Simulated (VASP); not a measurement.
# GaSb3 in VASP: a series of runs

Runs on GaSb3. Level: LDA. Tasks: single point.

Everything below comes from runs of VASP 6.6.1. Logs are shortened: lines on timing, memory, paths and dates and some standing lists are left out, and cuts for length are marked.

## Step 1: The cell of the first run

It takes space group I4/mmm (No. 139, tetragonal). Conventional cell: a = 5.122 Å, b = 5.122 Å, c = 7.510 Å, α = 90.00°, β = 90.00°, γ = 90.00°. Within 4.2 Å of Ga (site symmetry 4/mmm) lie 14 Sb at 3.18 to 3.75 Å. Sb (site symmetry -4m2) has 4 Ga at 3.18 Å and 10 Sb at 3.18 to 3.75 Å within 4.2 Å. Within 4.2 Å of Sb (site symmetry 4/mmm) lie 8 Sb at 3.18 Å and 6 Ga at 3.62 to 3.75 Å.

## Step 2: Single point, LDA (engineering shear strain xz +0.0000, normal strain along z +0.0367)

INCAR

```
SYSTEM = GaSb3
ALGO = Normal ; EDIFF = 1E-7
ENCUT = 520 ; ISIF = 2
ISMEAR = 0 ; LASPH = .TRUE.
LCHARG = .TRUE. ; LELF = .TRUE.
LREAL = .FALSE. ; LVHAR = .TRUE.
LWAVE = .FALSE. ; NBANDS = 22
NELM = 80 ; PREC = Accurate
SIGMA = 0.15
```

KPOINTS

```
k-points
0
G
  10 10 10
  0 0 0
```

POSCAR

```
GaSb3
1.0
    0.0000000000      3.6220011279      3.7549285693
    3.6220011279      0.0000000000      3.7549285693
    3.6220011279      3.6220011279      0.0000000000
Ga Sb
1 3
Direct
    0.0000000000      0.0000000000      0.0000000000
    0.2500000000      0.2500000000      0.2500000000
    0.7500000000      0.7500000000      0.7500000000
    0.5000000000      0.5000000000      0.5000000000
```

Potentials or basis: VASP PAW LDA potentials, release 64 (Ga_d, Sb).

The run is started by

```bash
cat potpaw_LDA.64/Ga_d/POTCAR potpaw_LDA.64/Sb/POTCAR > POTCAR
mpirun -np 1 vasp_std > vasp.out
```

OUTCAR:

```text
SYSTEM = GaSb3
   EDIFF = 1E-7
   ENCUT = 520
   ISIF = 2
   ISMEAR = 0
   LASPH = .TRUE.
   LREAL = .FALSE.
   NELM = 80
   PREC = Accurate

 ion  position               nearest neighbor table
   1  0.000  0.000  0.000-   3 3.18   3 3.18   2 3.18   3 3.18   2 3.18   2 3.18   3 3.18   2 3.18

   2  0.250  0.250  0.250-   1 3.18   1 3.18   1 3.18   4 3.18   4 3.18   4 3.18   1 3.18   4 3.18
                             3 3.62   3 3.62   3 3.62   3 3.62   3 3.75   3 3.75
   3  0.750  0.750  0.750-   4 3.18   4 3.18   1 3.18   4 3.18   1 3.18   1 3.18   4 3.18   1 3.18
                             2 3.62   2 3.62   2 3.62   2 3.62   2 3.75   2 3.75
   4  0.500  0.500  0.500-   2 3.18   2 3.18   2 3.18   3 3.18   3 3.18   3 3.18   2 3.18   3 3.18

  LATTYP: Found a body centered tetragonal cell.
 ALAT       =     5.1222831180
 C/A-ratio  =     1.4661152001

  Lattice vectors:

 A1 = (  -3.6220011279,   0.0000000000,   3.7549285693)
 A2 = (   3.6220011279,   0.0000000000,   3.7549285693)
 A3 = (   0.0000000000,   3.6220011279,  -3.7549285693)

Analysis of symmetry for initial positions (statically):
=====================================================================
 Subroutine PRICEL returns:
 Original cell was already a primitive cell.

 Routine SETGRP: Setting up the symmetry group for a
 body centered tetragonal supercell.

 Subroutine GETGRP returns: Found 16 space group operations
 (whereof 16 operations were pure point group operations)
 out of a pool of 16 trial point group operations.

The static configuration has the point symmetry D_4h.

Analysis of symmetry for dynamics (positions and initial velocities):
=====================================================================
 Subroutine PRICEL returns:
 Original cell was already a primitive cell.

 Routine SETGRP: Setting up the symmetry group for a
 body centered tetragonal supercell.

 Subroutine GETGRP returns: Found 16 space group operations
 (whereof 16 operations were pure point group operations)
 out of a pool of 16 trial point group operations.

The dynamic configuration has the point symmetry D_4h.

 Subroutine INISYM returns: Found 16 space group operations
 (whereof 16 operations are pure point group operations),
 and found     1 'primitive' translations

----------------------------------------------------------------------------------------

                                     Primitive cell

  volume of cell :      98.5210

  direct lattice vectors                    reciprocal lattice vectors
     0.000000000  3.622001128  3.754928569    -0.138045236  0.138045236  0.133158325
     3.622001128  0.000000000  3.754928569     0.138045236 -0.138045236  0.133158325
     3.622001128  3.622001128  0.000000000     0.138045236  0.138045236 -0.133158325

  length of vectors
     5.217123799  5.217123799  5.122283118     0.236313592  0.236313592  0.236313592

  position of ions in fractional coordinates (direct lattice)
     0.000000000  0.000000000  0.000000000
     0.250000000  0.250000000  0.250000000
     0.750000000  0.750000000  0.750000000
     0.500000000  0.500000000  0.500000000

  ion indices of the primitive-cell ions
   primitive index   ion index
                 1           1
                 2           2
                 3           3
                 4           4

----------------------------------------------------------------------------------------

 KPOINTS: k-points

Automatic generation of k-mesh.
 Grid dimensions read from file:
 generate k-points for:   10   10   10

 Generating k-lattice:

  Cartesian coordinates                     Fractional coordinates (reciprocal lattice)
    -0.013804524  0.013804524  0.013315833     0.100000000  0.000000000  0.000000000
     0.013804524 -0.013804524  0.013315833     0.000000000  0.100000000  0.000000000
     0.013804524  0.013804524 -0.013315833     0.000000000  0.000000000  0.100000000

  Length of vectors
     0.023631359  0.023631359  0.023631359

  Shift w.r.t. Gamma in fractional coordinates (k-lattice)
     0.000000000  0.000000000  0.000000000

 Subroutine IBZKPT returns following result:
 ===========================================

 Found    102 irreducible k-points:

 Following reciprocal coordinates:
            Coordinates               Weight
  0.000000  0.000000  0.000000      1.000000
  0.100000  0.000000  0.000000      8.000000
  0.200000  0.000000  0.000000      8.000000
  0.300000 -0.000000  0.000000      8.000000
  0.400000 -0.000000  0.000000      8.000000
  0.500000 -0.000000  0.000000      4.000000
[... 16 lines left out ...]
  0.300000  0.300000  0.000000      2.000000
  0.400000  0.300000  0.000000      8.000000
 [... further k-points ...]
   k-points           NKPTS =    102   k-points in BZ     NKDIM =    102   number of bands    NBANDS=     22
   number of dos      NEDOS =    301   number of ions     NIONS =      4
   total plane-waves  NPLWV =  64000
   dimension x,y,z NGX =    40 NGY =   40 NGZ =   40
   dimension x,y,z NGXF=    80 NGYF=   80 NGZF=   80
   ions per type =               1   3
   NGX,Y,Z   is equivalent  to a cutoff of  12.75, 12.75, 12.98 a.u.
   NGXF,Y,Z  is equivalent  to a cutoff of  25.49, 25.49, 25.96 a.u.
 SYSTEM =  GaSb3
   PREC   = accura    normal or accurate (medium, high low for compatibility)
   ISTART =      0    job   : 0-new  1-cont  2-samecut
   ICHARG =      2    charge: 1-file 2-atom 10-const
   ISPIN  =      1    spin polarized calculation?
   LNONCOLLINEAR =      F non collinear calculations
   LSORBIT =      F    spin-orbit coupling
   LASPH  =      T    aspherical Exc in radial PAW
   ENCUT  =  520.0 eV  38.22 Ry    6.18 a.u.   9.70  9.70  9.52*2*pi/ulx,y,z
   NELM   =     80;   NELMIN=  2; NELMDL= -5     # of ELM steps
   EDIFF  = 0.1E-06   stopping-criterion for ELM
   LREAL  =      F    real-space projection
   EDIFFG = 0.1E-05   stopping-criterion for IOM
   NSW    =      0    number of steps for IOM
   IBRION =     -1    ionic relax: 0-MD 1-quasi-New 2-CG
   NFREE  =      0    steps in history (QN), initial steepest desc. (CG)
   ISIF   =      2    stress and relaxation
   ISYM   =      2    0-nonsym 1-usesym 2-fastsym
   POTIM  = 0.5000    time-step for ionic-motion
   TEBEG  =    0.0;   TEEND  =   0.0 temperature during run
   PSTRESS=    0.0 pullay stress
   NELECT =      28.0000    total number of electrons
   NUPDOWN=      -1.0000    fix difference up-down
   EMIN   =  10.00;   EMAX   =-10.00  energy-range for DOS
   EFERMI =   0.00;   METHOD = LEGACY
   ISMEAR =     0;   SIGMA  =   0.15  broadening in eV -4-tet -1-fermi 0-gaus
   EFERMI_NEDOS =   21; number of points for ismear=-14 and -15
   IALGO  =     38    algorithm
   IMIX   =      4    mixing-type and parameters
     AMIX     =   0.40;   BMIX     =  1.00
     AMIX_MAG =   1.60;   BMIX_MAG =  1.00
  volume/ion in A,a.u.               =      24.63       166.21
  Fermi-wavevector in a.u.,A,eV,Ry     =   1.076344  2.033996 15.762582  1.158517
  Thomas-Fermi vector in A             =   2.212226
   LORBIT       =      0    0 simple, 1 ext, 2 COOP (PROOUT), +10 PAW based schemes
   GGA     = CA    functional components
   LHFCALC =     F    Hartree Fock is set to
   AEXX    =    0.0000 exact exchange contribution
   IVDW    =     0    specifies the selected vdW correction
   LEPSILON=     F    determine dielectric tensor
   LRPA    =     F    only Hartree local field effects (RPA)
 non-spin polarized calculation
 Gauss-broadening in eV      SIGMA  =   0.15
  energy-cutoff  :      520.00
  volume of cell :       98.52
 maximum number of plane-waves:      2690
   NGX = 19   NGY = 19   NGZ = 19

 number of electron      27.9999996 magnetization

 Free energy of the ion-electron system (eV)
  ---------------------------------------------------
  ext. energy  EPLUGINS =         0.00000000
  ---------------------------------------------------
  free energy    TOTEN  =       -17.30371263 eV

  energy without entropy =      -17.27785600  energy(sigma->0) =      -17.29078432

 E-fermi :   7.9254     XC(G=0): -10.5985

 val. band max:        7.9004146861   @ k =  -0.1000   0.2000   0.1000
 cond. band min:       7.9295876728   @ k =   0.3000   0.1000   0.2000
 fundamental gap:      0.0291729867
 Fermi energy:         7.9253683754

 k-point     1 :       0.0000    0.0000    0.0000
  band No.  band energies     occupation
      1      -6.9626      2.00000
      2      -6.9603      2.00000
      3      -6.9603      2.00000
      4      -6.9478      2.00000
      5      -6.9436      2.00000
      6      -4.8945      2.00000
[... 14 lines left out ...]
     21      14.8938      0.00000
     22      15.0561      0.00000

 k-point     2 :       0.1000    0.0000    0.0000
  band No.  band energies     occupation
      1      -6.9626      2.00000
      2      -6.9606      2.00000
      3      -6.9601      2.00000
      4      -6.9479      2.00000
      5      -6.9436      2.00000
      6      -4.8137      2.00000
[... 14 lines left out ...]
     21      14.2504      0.00000
     22      14.8218      0.00000

 k-point     3 :       0.2000    0.0000    0.0000
  band No.  band energies     occupation
      1      -6.9635      2.00000
      2      -6.9606      2.00000
      3      -6.9594      2.00000
      4      -6.9482      2.00000
      5      -6.9438      2.00000
      6      -4.5727      2.00000
[... 14 lines left out ...]
     21      12.8212      0.00000
     22      14.0978      0.00000

 k-point     4 :       0.3000   -0.0000    0.0000
  band No.  band energies     occupation
      1      -6.9656      2.00000
      2      -6.9600      2.00000
      3      -6.9586      2.00000
      4      -6.9484      2.00000
      5      -6.9439      2.00000
      6      -4.1786      2.00000
[... 14 lines left out ...]
     21      13.2091      0.00000
     22      13.7428      0.00000

 k-point     5 :       0.4000   -0.0000    0.0000
  band No.  band energies     occupation
      1      -6.9674      2.00000
      2      -6.9595      2.00000
      3      -6.9581      2.00000
      4      -6.9486      2.00000
      5      -6.9439      2.00000
      6      -3.6612      2.00000
[... 14 lines left out ...]
     21      12.8382      0.00000
     22      15.1273      0.00000

 k-point     6 :       0.5000   -0.0000    0.0000
  band No.  band energies     occupation
      1      -6.9682      2.00000
      2      -6.9593      2.00000
      3      -6.9579      2.00000
      4      -6.9486      2.00000
      5      -6.9439      2.00000
      6      -3.2688      2.00000
[... 14 lines left out ...]
     21      13.4198      0.00000
     22      16.4527      0.00000

 k-point     7 :       0.1000    0.1000    0.0000
  band No.  band energies     occupation
      1      -6.9635      2.00000
      2      -6.9598      2.00000
      3      -6.9598      2.00000
      4      -6.9477      2.00000
      5      -6.9439      2.00000
      6      -4.7919      2.00000
[... 324 lines left out ...]
      6      -3.0341      2.00000
[... 14 lines left out ...]
     21      13.1404      0.00000
     22      16.2494      0.00000

 k-point    21 :      -0.3000    0.2000    0.0000
  band No.  band energies     occupation
      1      -6.9650      2.00000
      2      -6.9619      2.00000
      3      -6.9574      2.00000
      4      -6.9491      2.00000
      5      -6.9445      2.00000
      6      -3.5376      2.00000
[... 14 lines left out ...]
     21      13.2821      0.00000
     22      15.2897      0.00000

 k-point    22 :      -0.2000    0.2000    0.0000
  band No.  band energies     occupation
      1      -6.9642      2.00000
      2      -6.9616      2.00000
      3      -6.9582      2.00000
      4      -6.9491      2.00000
      5      -6.9439      2.00000
      6      -4.0254      2.00000
[... 14 lines left out ...]
     21      13.9506      0.00000
     22      14.0070      0.00000

 k-point    23 :       0.3000    0.3000    0.0000
  band No.  band energies     occupation
      1      -6.9689      2.00000
      2      -6.9568      2.00000
      3      -6.9568      2.00000
      4      -6.9472      2.00000
      5      -6.9468      2.00000
      6      -3.9800      2.00000
[... 14 lines left out ...]
     21      12.2688      0.00000
     22      12.3805      0.00000

 k-point    24 :       0.4000    0.3000    0.0000
  band No.  band energies     occupation
      1      -6.9697      2.00000
      2      -6.9568      2.00000
      3      -6.9562      2.00000
      4      -6.9475      2.00000
      5      -6.9472      2.00000
      6      -3.6058      2.00000
[... 14 lines left out ...]
     21      12.4880      0.00000
     22      13.0113      0.00000

 [... further k-points ...]

------------------------ aborting loop because EDIFF is reached ----------------------------------------

  FORCE on cell =-STRESS in cart. coord.  units (eV):
  Direction    XX          YY          ZZ          XY          YZ          ZX
  --------------------------------------------------------------------------------------
  -------------------------------------------------------------------------------------
  Total       -0.9711769     -0.9711769     -1.8052180      0.0000000      0.0000000     -0.0000000
  in kB      -15.7935618    -15.7935618    -29.3569817      0.0000000      0.0000000     -0.0000000
  external PRESSURE =     -20.3147018 kB  Pullay stress =       0.0000000 kB

 VOLUME and BASIS-vectors are now :
 -----------------------------------------------------------------------------
  energy-cutoff  :      520.00
  volume of cell :       98.52
      direct lattice vectors                 reciprocal lattice vectors
     0.000000000  3.622001128  3.754928569    -0.138045236  0.138045236  0.133158325
     3.622001128  0.000000000  3.754928569     0.138045236 -0.138045236  0.133158325
     3.622001128  3.622001128  0.000000000     0.138045236  0.138045236 -0.133158325

 POSITION                                       TOTAL-FORCE (eV/Angst)
 -----------------------------------------------------------------------------------
      0.00000      0.00000      0.00000        -0.000000      0.000000     -0.000000
      1.81100      1.81100      1.87746        -0.000000     -0.000000     -0.000000
      5.43300      5.43300      5.63239         0.000000      0.000000      0.000000
      3.62200      3.62200      3.75493        -0.000000      0.000000     -0.000000
 -----------------------------------------------------------------------------------
    total drift:                               -0.000000      0.000000      0.000000

  FREE ENERGIE OF THE ION-ELECTRON SYSTEM (eV)
  ---------------------------------------------------
  free  energy   TOTEN  =       -17.3037126293 eV

  energy  without entropy=      -17.2778560018  energy(sigma->0) =      -17.29078432
```

Run time: 3 min. Hardware: 1 thread of Intel Xeon 6975P-C (Granite Rapids), shared host; peak memory 0.34 GiB.

What came out:

```yaml
Free_energy: -17.3037 eV
Pressure: -2.0 GPa
Band_gap_on_the_k_mesh: zero (band 14 reaches 9.58 eV, above the bottom of band 15 at 5.47 eV)
```

Levels at points of the mesh, in eV from the Fermi level:
```tsv
k point	band 11	band 12	band 13	band 14	band 15	band 16	band 17	band 18
(0.00, 0.00, 0.00)	-2.75	-2.60	-2.51	-2.45	-2.45	-0.96	-0.61	-0.61
(0.50, 0.00, 0.00)	-3.61	-2.79	-2.66	-0.29	0.06	2.00	2.34	2.88
(0.50, 0.50, 0.00)	-5.33	0.94	1.22	1.22	1.39	1.91	2.05	2.05
(0.50, 0.00, 0.50)	-5.40	0.69	0.79	0.96	1.40	1.65	2.26	2.32
```

Caveat: the cell differs from its parent crystal (engineering shear strain xz +0.0000, normal strain along z +0.0367); spin-orbit coupling is left out, which moves the levels of the heavy elements.

(Part 1 of 2 ends here.)
